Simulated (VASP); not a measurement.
Crystal: Al3Ge2Ru.

```xyz
6
Lattice="3.2265 0.0000 0.0000 0.0000 3.2265 0.0000 0.0000 0.0000 9.1143" Properties=species:S:1:pos:R:3 pbc="T T T"
Al    1.6132    1.6132    1.3322
Al    1.6132    1.6132    4.5571
Al    1.6132    1.6132    7.7821
Ge    0.0000    0.0000    2.9173
Ge    0.0000    0.0000    6.1970
Ru    0.0000    0.0000    0.0000
```

The cell was built from a structure type or drawn by symmetry, and may not be a known phase.

```yaml
Program: VASP 6.6.1
Task: relaxation of cell and atoms
Functional: PBE
Potentials_or_basis: VASP PAW PBE potentials, release 64 (Al, Ge_d, Ru_pv)
Cutoff: 600 eV
k_mesh: 12 × 12 × 4
Occupations: gaussian, width 0.1 eV
Spin: no spin polarisation
```

At the start: pressure 0.2 GPa; volume 15.81 Å³/atom.

Where does the relaxation end?

Over 36 steps the energy falls by 20.6 meV/atom and the volume is 16.15 Å³/atom (+2.1 %); space group P4/mmm (No. 123, to 0.1 Å) before and after.

The path:
```
step  energy change (eV)  largest force (eV/Å)  pressure (GPa)  volume (Å³)
   1              0.0000                0.1080            0.25        94.88
   2             -0.0126                0.1117           -0.12        95.22
   3             -0.0293                0.5284           -1.08        96.17
   4             -0.0350                0.5469           -0.96        96.11
   5             -0.0535                0.5862           -0.57        95.92
   6             -0.0814                0.6089            0.38        95.49
   7             -0.0551                0.5956            2.61        94.46
   8             -0.0869                0.5890            1.04        95.15
   9             -0.1017                0.4297            0.95        95.63
  10             -0.1118                0.2339            0.75        96.26
  11             -0.1102                0.1554            0.73        97.50
  12             -0.1141                0.0794            0.69        96.87
  13             -0.1142                0.0799            0.70        96.77
  14             -0.1177                0.0794           -0.03        97.34
  15             -0.1183                0.0828           -0.42        97.65
  16             -0.1202                0.0155           -0.26        97.51
  17             -0.1208                0.0680           -0.13        97.39
  18             -0.1208                0.0806           -0.12        97.37
  19             -0.1215                0.0730            0.05        97.17
  20             -0.1219                0.0648            0.21        96.95
  21             -0.1221                0.0465            0.51        96.52
  22             -0.1224                0.0350            0.49        96.51
  23             -0.1228                0.0148            0.39        96.50
  24             -0.1228                0.0165            0.34        96.50
  25             -0.1230                0.0158            0.26        96.60
  26             -0.1232                0.0175           -0.12        96.92
  27             -0.1232                0.0201           -0.02        96.85
  28             -0.1232                0.0175           -0.02        96.85
  29             -0.1233                0.0180           -0.05        96.89
  30             -0.1232                0.0202            0.00        96.86
  31             -0.1233                0.0178           -0.04        96.88
  32             -0.1233                0.0158           -0.04        96.88
  33             -0.1233                0.0135            0.00        96.88
  34             -0.1233                0.0128            0.01        96.88
  35             -0.1233                0.0115           -0.02        96.89
  36             -0.1234                0.0053           -0.06        96.92
```

Final structure:
```
CELL_PARAMETERS angstrom
3.12239 0.00000 0.00000
0.00000 3.12239 0.00000
0.00000 0.00000 9.94085
ATOMIC_POSITIONS crystal
Al 0.50000 0.50000 0.13777
Al 0.50000 0.50000 0.50000
Al 0.50000 0.50000 0.86223
Ge 0.00000 0.00000 0.31410
Ge 0.00000 0.00000 0.68590
Ru 0.00000 0.00000 0.00000
```
